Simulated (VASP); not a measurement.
# TePb (Fm-3m) in VASP: a series of runs, part 2 of 2

VASP 6.6.1. The steps go on from the part before.

### 3 Single point, r2SCAN (strain +2.0%)

The input, POSCAR:

```
TePb
1.0
    0.0000000000      3.3331935858      3.3331935858
    3.3331935858      0.0000000000      3.3331935858
    3.3331935858      3.3331935858      0.0000000000
Pb Te
1 1
Direct
    0.0000000000      0.0000000000      0.0000000000
    0.5000000000      0.5000000000      0.5000000000
```

The input, INCAR.step1:

```
PREC = Accurate
ENCUT = 520
ISMEAR = 0
SIGMA = 0.01
LREAL = F
LASPH = T
NELM = 100
NBANDS = 17
GGA = PE
ALGO = Normal
EDIFF = 1E-4
LWAVE = T
LCHARG = F
```

The input, INCAR.step2:

```
PREC = Accurate
ENCUT = 520
EDIFF = 1E-6
ISMEAR = 0
SIGMA = 0.01
LREAL = F
LASPH = T
NELM = 100
ALGO = Normal
ISIF = 2
LWAVE = F
LCHARG = T
METAGGA = R2SCAN
LMIXTAU = T
LELF = T
LVHAR = T
NBANDS = 17
ISTART = 1
```

The input, KPOINTS:

```
regular mesh
0
Gamma
  8 8 8
```

Potentials or basis: VASP PAW PBE potentials, release 64 (Pb_d, Te).

On the command line:

```
cat potpaw_PBE.64/Pb_d/POTCAR potpaw_PBE.64/Te/POTCAR > POTCAR
cp INCAR.step1 INCAR
mpirun -np 1 vasp_std > vasp.out
cp INCAR.step2 INCAR
mpirun -np 1 vasp_std > vasp.out
```

OUTCAR:

```text
PREC = Accurate
   ENCUT = 520
   EDIFF = 1E-6
   ISMEAR = 0
   LREAL = F
   LASPH = T
   NELM = 100
   ISIF = 2
   METAGGA = R2SCAN
   ISTART = 1

 ion  position               nearest neighbor table
   1  0.000  0.000  0.000-   2 3.33   2 3.33   2 3.33   2 3.33   2 3.33   2 3.33
   2  0.500  0.500  0.500-   1 3.33   1 3.33   1 3.33   1 3.33   1 3.33   1 3.33

  LATTYP: Found a face centered cubic cell.
 ALAT       =     6.6663871716

  Lattice vectors:

 A1 = (   0.0000000000,   3.3331935858,   3.3331935858)
 A2 = (   3.3331935858,   0.0000000000,   3.3331935858)
 A3 = (   3.3331935858,   3.3331935858,   0.0000000000)

Analysis of symmetry for initial positions (statically):
=====================================================================
 Subroutine PRICEL returns:
 Original cell was already a primitive cell.

 Routine SETGRP: Setting up the symmetry group for a
 face centered cubic supercell.

 Subroutine GETGRP returns: Found 48 space group operations
 (whereof 48 operations were pure point group operations)
 out of a pool of 48 trial point group operations.

The static configuration has the point symmetry O_h .

Analysis of symmetry for dynamics (positions and initial velocities):
=====================================================================
 Subroutine PRICEL returns:
 Original cell was already a primitive cell.

 Routine SETGRP: Setting up the symmetry group for a
 face centered cubic supercell.

 Subroutine GETGRP returns: Found 48 space group operations
 (whereof 48 operations were pure point group operations)
 out of a pool of 48 trial point group operations.

The dynamic configuration has the point symmetry O_h .

 Subroutine INISYM returns: Found 48 space group operations
 (whereof 48 operations are pure point group operations),
 and found     1 'primitive' translations

----------------------------------------------------------------------------------------

                                     Primitive cell

  volume of cell :      74.0648

  direct lattice vectors                    reciprocal lattice vectors
     0.000000000  3.333193586  3.333193586    -0.150006289  0.150006289  0.150006289
     3.333193586  0.000000000  3.333193586     0.150006289 -0.150006289  0.150006289
     3.333193586  3.333193586  0.000000000     0.150006289  0.150006289 -0.150006289

  length of vectors
     4.713847575  4.713847575  4.713847575     0.259818514  0.259818514  0.259818514

  position of ions in fractional coordinates (direct lattice)
     0.000000000  0.000000000  0.000000000
     0.500000000  0.500000000  0.500000000

  ion indices of the primitive-cell ions
   primitive index   ion index
                 1           1
                 2           2

----------------------------------------------------------------------------------------

 KPOINTS: regular mesh

Automatic generation of k-mesh.
 Grid dimensions read from file:
 generate k-points for:    8    8    8

 Generating k-lattice:

  Cartesian coordinates                     Fractional coordinates (reciprocal lattice)
    -0.018750786  0.018750786  0.018750786     0.125000000  0.000000000  0.000000000
     0.018750786 -0.018750786  0.018750786     0.000000000  0.125000000  0.000000000
     0.018750786  0.018750786 -0.018750786     0.000000000  0.000000000  0.125000000

  Length of vectors
     0.032477314  0.032477314  0.032477314

  Shift w.r.t. Gamma in fractional coordinates (k-lattice)
     0.000000000  0.000000000  0.000000000

 Subroutine IBZKPT returns following result:
 ===========================================

 Found     29 irreducible k-points:

 Following reciprocal coordinates:
            Coordinates               Weight
  0.000000  0.000000  0.000000      1.000000
  0.125000  0.000000  0.000000      8.000000
  0.250000  0.000000  0.000000      8.000000
  0.375000  0.000000  0.000000      8.000000
  0.500000  0.000000  0.000000      4.000000
  0.125000  0.125000  0.000000      6.000000
[... 16 lines left out ...]
  0.500000  0.250000  0.125000     48.000000
 -0.375000  0.250000  0.125000     24.000000
 [... further k-points ...]
   k-points           NKPTS =     29   k-points in BZ     NKDIM =     29   number of bands    NBANDS=     17
   number of dos      NEDOS =    301   number of ions     NIONS =      2
   total plane-waves  NPLWV =  46656
   dimension x,y,z NGX =    36 NGY =   36 NGZ =   36
   dimension x,y,z NGXF=    72 NGYF=   72 NGZF=   72
   ions per type =               1   1
   NGX,Y,Z   is equivalent  to a cutoff of  12.70, 12.70, 12.70 a.u.
   NGXF,Y,Z  is equivalent  to a cutoff of  25.39, 25.39, 25.39 a.u.
 SYSTEM =  unknown system
   PREC   = accura    normal or accurate (medium, high low for compatibility)
   ISTART =      1    job   : 0-new  1-cont  2-samecut
   ICHARG =      0    charge: 1-file 2-atom 10-const
   ISPIN  =      1    spin polarized calculation?
   LNONCOLLINEAR =      F non collinear calculations
   LSORBIT =      F    spin-orbit coupling
   LASPH  =      T    aspherical Exc in radial PAW
   ENCUT  =  520.0 eV  38.22 Ry    6.18 a.u.   8.76  8.76  8.76*2*pi/ulx,y,z
   NELM   =    100;   NELMIN=  2; NELMDL=  0     # of ELM steps
   EDIFF  = 0.1E-05   stopping-criterion for ELM
   LREAL  =      F    real-space projection
   EDIFFG = 0.1E-04   stopping-criterion for IOM
   NSW    =      0    number of steps for IOM
   IBRION =     -1    ionic relax: 0-MD 1-quasi-New 2-CG
   NFREE  =      0    steps in history (QN), initial steepest desc. (CG)
   ISIF   =      2    stress and relaxation
   ISYM   =      2    0-nonsym 1-usesym 2-fastsym
   POTIM  = 0.5000    time-step for ionic-motion
   TEBEG  =    0.0;   TEEND  =   0.0 temperature during run
   PSTRESS=    0.0 pullay stress
   NELECT =      20.0000    total number of electrons
   NUPDOWN=      -1.0000    fix difference up-down
   EMIN   =  10.00;   EMAX   =-10.00  energy-range for DOS
   EFERMI =   0.00;   METHOD = LEGACY
   ISMEAR =     0;   SIGMA  =   0.01  broadening in eV -4-tet -1-fermi 0-gaus
   EFERMI_NEDOS =   21; number of points for ismear=-14 and -15
   IALGO  =     38    algorithm
   IMIX   =      4    mixing-type and parameters
     AMIX     =   0.40;   BMIX     =  1.00
     AMIX_MAG =   1.60;   BMIX_MAG =  1.00
  volume/ion in A,a.u.               =      37.03       249.91
  Fermi-wavevector in a.u.,A,eV,Ry     =   1.058151  1.999615 15.234218  1.119683
  Thomas-Fermi vector in A             =   2.193450
   LORBIT       =      0    0 simple, 1 ext, 2 COOP (PROOUT), +10 PAW based schemes
   METAGGA = R2SCAN    functional components
   LHFCALC =     F    Hartree Fock is set to
   AEXX    =    0.0000 exact exchange contribution
   IVDW    =     0    specifies the selected vdW correction
   LEPSILON=     F    determine dielectric tensor
   LRPA    =     F    only Hartree local field effects (RPA)
 non-spin polarized calculation
 Gauss-broadening in eV      SIGMA  =   0.01
  energy-cutoff  :      520.00
  volume of cell :       74.06
 maximum number of plane-waves:      2012
   NGX = 17   NGY = 17   NGZ = 17

 number of electron      19.9999998 magnetization

 Free energy of the ion-electron system (eV)
  ---------------------------------------------------
  ext. energy  EPLUGINS =         0.00000000
  ---------------------------------------------------
  free energy    TOTEN  =       -82.67564827 eV

  energy without entropy =      -82.67564827  energy(sigma->0) =      -82.67564827

 E-fermi :   4.3684     XC(G=0):  -9.3725

 val. band max:        4.3265768332   @ k =   0.5000   0.0000   0.0000
 cond. band min:       5.5256798919   @ k =   0.5000   0.0000   0.0000
 fundamental gap:      1.1991030587
 Fermi energy:         4.3683763123

 k-point     1 :       0.0000    0.0000    0.0000
  band No.  band energies     occupation
      1     -12.9058      2.00000
      2     -12.9058      2.00000
      3     -12.9013      2.00000
      4     -12.9013      2.00000
      5     -12.9013      2.00000
      6      -7.4065      2.00000
[... 9 lines left out ...]
     16      10.7366      0.00000
     17      12.1217      0.00000
[... 441 lines left out ...]
 k-point    24 :      -0.3750    0.2500    0.1250
  band No.  band energies     occupation
      1     -12.9253      2.00000
      2     -12.9113      2.00000
      3     -12.8967      2.00000
      4     -12.8931      2.00000
      5     -12.8878      2.00000
      6      -5.9802      2.00000
[... 9 lines left out ...]
     16      14.5733      0.00000
     17      14.9795      0.00000

 [... further k-points ...]

------------------------ aborting loop because EDIFF is reached ----------------------------------------

  FORCE on cell =-STRESS in cart. coord.  units (eV):
  Direction    XX          YY          ZZ          XY          YZ          ZX
  --------------------------------------------------------------------------------------
  -------------------------------------------------------------------------------------
  Total       -1.0258461     -1.0258461     -1.0258461     -0.0000000      0.0000000     -0.0000000
  in kB      -22.1912207    -22.1912207    -22.1912207     -0.0000000      0.0000000     -0.0000000
  external PRESSURE =     -22.1912207 kB  Pullay stress =       0.0000000 kB

 VOLUME and BASIS-vectors are now :
 -----------------------------------------------------------------------------
  energy-cutoff  :      520.00
  volume of cell :       74.06
      direct lattice vectors                 reciprocal lattice vectors
     0.000000000  3.333193586  3.333193586    -0.150006289  0.150006289  0.150006289
     3.333193586  0.000000000  3.333193586     0.150006289 -0.150006289  0.150006289
     3.333193586  3.333193586  0.000000000     0.150006289  0.150006289 -0.150006289

 POSITION                                       TOTAL-FORCE (eV/Angst)
 -----------------------------------------------------------------------------------
      0.00000      0.00000      0.00000         0.000000      0.000000      0.000000
      3.33319      3.33319      3.33319         0.000000      0.000000     -0.000000
 -----------------------------------------------------------------------------------
    total drift:                               -0.000000      0.000000      0.000000

  FREE ENERGIE OF THE ION-ELECTRON SYSTEM (eV)
  ---------------------------------------------------
  free  energy   TOTEN  =       -82.6756482741 eV

  energy  without entropy=      -82.6756482741  energy(sigma->0) =      -82.67564827
```

OSZICAR.step1:

```text
N       E                     dE             d eps       ncg     rms          rms(c)
DAV:   1     0.152189842368E+03    0.15219E+03   -0.89275E+03   986   0.111E+03
DAV:   2     0.306294822296E+01   -0.14913E+03   -0.14520E+03  1079   0.291E+02
DAV:   3    -0.737642810766E+01   -0.10439E+02   -0.10390E+02  1270   0.834E+01
DAV:   4    -0.766659597550E+01   -0.29017E+00   -0.29000E+00  1315   0.158E+01
DAV:   5    -0.767656004543E+01   -0.99641E-02   -0.99639E-02  1391   0.250E+00    0.277E+00
DAV:   6    -0.750861667371E+01    0.16794E+00   -0.38882E-01  1390   0.396E+00    0.164E+00
DAV:   7    -0.750461875872E+01    0.39979E-02   -0.96938E-02  1188   0.139E+00    0.877E-01
DAV:   8    -0.750743845886E+01   -0.28197E-02   -0.12508E-02  1139   0.111E+00    0.177E-01
DAV:   9    -0.750700639583E+01    0.43206E-03   -0.22618E-03  1401   0.450E-01    0.602E-02
DAV:  10    -0.750707209688E+01   -0.65701E-04   -0.18583E-04  1109   0.834E-02
   1 F= -.75070721E+01 E0= -.75070721E+01  d E =-.316676E-41
```

Run time: 2.8 min. Hardware: 1 thread of Intel Xeon 8259CL, shared host; peak memory 0.23 GiB.

Results:

```yaml
Free_energy: -82.6756 eV
Pressure: -2.2 GPa
Band_gap_on_the_k_mesh: 1.20 eV
```

Levels at points of the mesh, in eV from the valence-band top:
```csv
k point,band 7,band 8,band 9,band 10,band 11,band 12,band 13,band 14
"(0.00, 0.00, 0.00)",-5.86,-1.11,-1.11,-1.11,4.25,4.25,4.25,6.41
"(0.50, 0.00, 0.00)",-8.41,-0.70,-0.70,0.00,1.20,1.66,1.66,8.83
"(0.50, 0.50, 0.00)",-7.35,-3.94,-2.41,-2.41,3.99,5.49,5.49,6.63
```

Caveat: the cell differs from its parent crystal (strain +2.0%); the PAW data sets were made with another functional, which shifts forces and pressure a little; spin-orbit coupling is left out, which moves the levels of the heavy elements. A k mesh can miss the band edges.

### 4 Single point, r2SCAN (strain +3.0%)

The input, POSCAR:

```
TePb
1.0
    0.0000000000      3.3658719543      3.3658719543
    3.3658719543      0.0000000000      3.3658719543
    3.3658719543      3.3658719543      0.0000000000
Pb Te
1 1
Direct
    0.0000000000      0.0000000000      0.0000000000
    0.5000000000      0.5000000000      0.5000000000
```

The input, INCAR.step1:

```
SYSTEM = TePb
PREC = Accurate
ENCUT = 520
ISMEAR = 0
SIGMA = 0.01
LREAL = .False.
LASPH = .True.
NELM = 60
NBANDS = 17
GGA = PE
ALGO = Normal
EDIFF = 1E-4
LWAVE = .True.
LCHARG = .False.
```

The input, INCAR.step2:

```
SYSTEM = TePb
PREC = Accurate
ENCUT = 520
EDIFF = 1E-7
ISMEAR = 0
SIGMA = 0.01
LREAL = .False.
LASPH = .True.
NELM = 60
ALGO = Normal
ISIF = 2
LWAVE = .False.
LCHARG = .False.
METAGGA = R2SCAN
LMIXTAU = .True.
NBANDS = 17
ISTART = 1
```

The input, KPOINTS:

```
Automatic mesh
0
Gamma
  8 8 8
  0 0 0
```

On the command line:

```
cat potpaw_PBE.64/Pb_d/POTCAR potpaw_PBE.64/Te/POTCAR > POTCAR
cp INCAR.step1 INCAR
mpirun -np 1 vasp_std > vasp.out
cp INCAR.step2 INCAR
mpirun -np 1 vasp_std > vasp.out
```

Run time: 2.6 min. Hardware: 1 thread of Intel Xeon 8259CL, shared host; peak memory 0.23 GiB.

It converged, with:

```yaml
Free_energy: -82.6395 eV
Pressure: -3.1 GPa
Band_gap_on_the_k_mesh: 1.24 eV
```

Levels at points of the mesh, in eV from the valence-band top:
| k point | band 8 | band 9 | band 10 | band 11 | band 12 | band 13 |
| --- | --- | --- | --- | --- | --- | --- |
| (0.00, 0.00, 0.00) | -1.00 | -1.00 | -1.00 | 4.21 | 4.21 | 4.21 |
| (0.50, 0.00, 0.00) | -0.61 | -0.61 | 0.00 | 1.24 | 1.72 | 1.72 |
| (0.50, 0.50, 0.00) | -3.73 | -2.25 | -2.25 | 4.10 | 5.39 | 5.39 |

Caveat: the cell differs from its parent crystal (strain +3.0%); the cell stands under tension; the PAW data sets were made with another functional, which shifts forces and pressure a little; spin-orbit coupling is left out, which moves the levels of the heavy elements.

### 5 Single point, r2SCAN (strain +4.0%)

The input, POSCAR:

```
TePb
1.0
    0.0000000000      3.3985503228      3.3985503228
    3.3985503228      0.0000000000      3.3985503228
    3.3985503228      3.3985503228      0.0000000000
Pb Te
1 1
Direct
    0.0000000000      0.0000000000      0.0000000000
    0.5000000000      0.5000000000      0.5000000000
```

The input, INCAR.step1:

```
SYSTEM = TePb
ALGO = Normal
EDIFF = 1E-4
ENCUT = 520
GGA = PE
ISMEAR = 0
LASPH = .True.
LCHARG = .False.
LREAL = .False.
LWAVE = .True.
NBANDS = 17
NELM = 60
PREC = Accurate
SIGMA = 0.01
```

The input, INCAR.step2:

```
SYSTEM = TePb
ALGO = Normal
EDIFF = 1E-7
ENCUT = 520
ISIF = 2
ISMEAR = 0
ISTART = 1
LASPH = .True.
LCHARG = .False.
LMIXTAU = .True.
LREAL = .False.
LWAVE = .False.
METAGGA = R2SCAN
NBANDS = 17
NELM = 60
PREC = Accurate
SIGMA = 0.01
```

The input, KPOINTS:

```
k-points
0
Gamma
  8 8 8
  0 0 0
```

On the command line:

```
cat potpaw_PBE.64/Pb_d/POTCAR potpaw_PBE.64/Te/POTCAR > POTCAR
cp INCAR.step1 INCAR
mpirun -np 1 vasp_std > vasp.out
cp INCAR.step2 INCAR
mpirun -np 1 vasp_std > vasp.out
```

Run time: 3 min. Hardware: 1 thread of Intel Xeon 8259CL, shared host; peak memory 0.24 GiB.

Results (log left out):

* Free energy: -82.5914 eV
* Pressure: -3.8 GPa
* Band gap on the k mesh: 1.28 eV

Levels at points of the mesh, in eV from the valence-band top:
```
           k point  band 7  band 8  band 9  band 10  band 11  band 12  band 13  band 14
(0.00, 0.00, 0.00)   -6.01   -0.90   -0.90    -0.90     4.16     4.16     4.16     6.52
(0.50, 0.00, 0.00)   -8.18   -0.52   -0.52     0.00     1.28     1.77     1.77     8.74
(0.50, 0.50, 0.00)   -7.30   -3.52   -2.10    -2.10     4.21     5.28     5.28     6.29
```

Caveat: the cell differs from its parent crystal (strain +4.0%); the cell stands under tension; the PAW data sets were made with another functional, which shifts forces and pressure a little; spin-orbit coupling is left out, which moves the levels of the heavy elements.

### 6 Summary

```csv
cell,gap on the mesh (eV),pressure (GPa)
"a = 4.668 Å, angles 60.0°, 2 atoms",1.15,-1.2
"a = 4.714 Å, angles 60.0°, 2 atoms",1.20,-2.2
"a = 4.760 Å, angles 60.0°, 2 atoms",1.24,-3.1
"a = 4.806 Å, angles 60.0°, 2 atoms",1.28,-3.8
```

Alike in all rows: task single point; level r2SCAN; potentials or basis VASP PAW PBE potentials, release 64 (Pb_d, Te); no spin polarisation; k mesh 8 × 8 × 8; cutoff (eV) 520; smearing gaussian 0.01 eV.

Caveats: the PAW data sets were made with another functional, which shifts forces and pressure a little; spin-orbit coupling is left out, which moves the levels of the heavy elements; the cell stands under tension (at least some runs).

Absolute energies hang on the potentials; compare differences alone.
